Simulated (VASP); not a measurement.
# Mg3ZrN: relaxation of cell and atoms with PBE

Crystal: Mg3ZrN.

```
CELL_PARAMETERS angstrom
5.03708 0.00000 0.00000
-2.51854 4.36224 0.00000
0.00000 0.00000 6.98896
ATOMIC_POSITIONS crystal
Mg 0.33333 0.66667 0.28845
Mg 0.66667 0.33333 0.28845
Mg 0.00000 0.00000 0.53543
Zr 0.00000 0.00000 0.07340
N 0.00000 0.00000 0.81456
```

| Item | Value |
| --- | --- |
| Program | VASP 6.6.1 |
| Task | relaxation of cell and atoms |
| Functional | PBE |
| Potentials or basis | VASP PAW PBE potentials, release 64 (Mg, Zr_sv, N) |
| Cutoff | 600 eV |
| k mesh | 12 × 12 × 6 |
| Occupations | gaussian, width 0.1 eV |
| Spin | no spin polarisation |
| Dipole correction | no |
| Further INCAR settings | ALGO = Normal; EDIFF = 1e-07; IBRION = 2; EDIFFG = -0.01; NSW = 100; ISIF = 3 |

```json
{
  "Relaxed volume": "30.68 Å³/atom",
  "Relaxed cell": "a = 5.034 Å, b = 5.034 Å, c = 6.990 Å, α = 90.00°, β = 90.00°, γ = 120.00°",
  "Space group after relaxing (to 0.05 Å)": "P6mm (No. 183)",
  "Energy gained by relaxing": "0.1 meV/atom",
  "Ionic steps": "4",
  "Pressure after relaxing": "0.0 GPa",
  "Largest force after relaxing": "0.005 eV/Å"
}
```

Forces in eV/Å, atoms in the order of the input:
```
Mg   0.000  0.000  0.000
Mg   0.000  0.000  0.000
Mg   0.000  0.000 -0.005
Zr   0.000  0.000  0.001
N    0.000  0.000  0.004
```

The path:
| step | energy change (eV) | largest force (eV/Å) | pressure (GPa) | volume (Å³) |
| --- | --- | --- | --- | --- |
| 1 | 0.0000 | 0.1197 | 0.03 | 153.57 |
| 2 | 0.0016 | 0.3368 | -0.27 | 153.68 |
| 3 | -0.0002 | 0.0033 | -0.05 | 153.60 |
| 4 | -0.0003 | 0.0048 | -0.02 | 153.42 |

Final structure:
```cif
data_structure
_symmetry_space_group_name_H-M 'P 1'
_symmetry_Int_Tables_number 1
_cell_length_a 5.0342
_cell_length_b 5.0342
_cell_length_c 6.9904
_cell_angle_alpha 90.000
_cell_angle_beta 90.000
_cell_angle_gamma 120.000
_cell_volume 153.42
loop_
_atom_site_label
_atom_site_type_symbol
_atom_site_fract_x
_atom_site_fract_y
_atom_site_fract_z
_atom_site_occupancy
Mg1 Mg 0.33333 0.66667 0.28844 1
Mg2 Mg 0.66667 0.33333 0.28844 1
Mg3 Mg 0.00000 0.00000 0.53542 1
Zr1 Zr 0.00000 0.00000 0.07366 1
N1 N 0.00000 0.00000 0.81434 1
```

Levels at points of the mesh, in eV from the Fermi level:
| k point | band 7 | band 8 | band 9 | band 10 | band 11 | band 12 | band 13 | band 14 | band 15 |
| --- | --- | --- | --- | --- | --- | --- | --- | --- | --- |
| (0.00, 0.00, 0.00) | -2.57 | -1.64 | -1.64 | -1.52 | 0.07 | 0.07 | 1.15 | 1.15 | 2.39 |
| (0.50, 0.00, 0.00) | -3.13 | -2.47 | -1.94 | -1.72 | -0.51 | -0.23 | 0.80 | 1.22 | 1.53 |
| (0.00, 0.00, 0.50) | -2.79 | -1.71 | -1.71 | -0.90 | 0.09 | 0.09 | 1.54 | 1.54 | 2.54 |
| (0.50, 0.00, 0.50) | -3.39 | -2.11 | -1.84 | -1.82 | -0.01 | 0.11 | 0.71 | 1.25 | 1.53 |

Run time: 8.5 min on 1 thread of Intel(R) Xeon(R) Platinum 8488C (Sapphire Rapids) (shared host), peak memory 0.49 GiB.
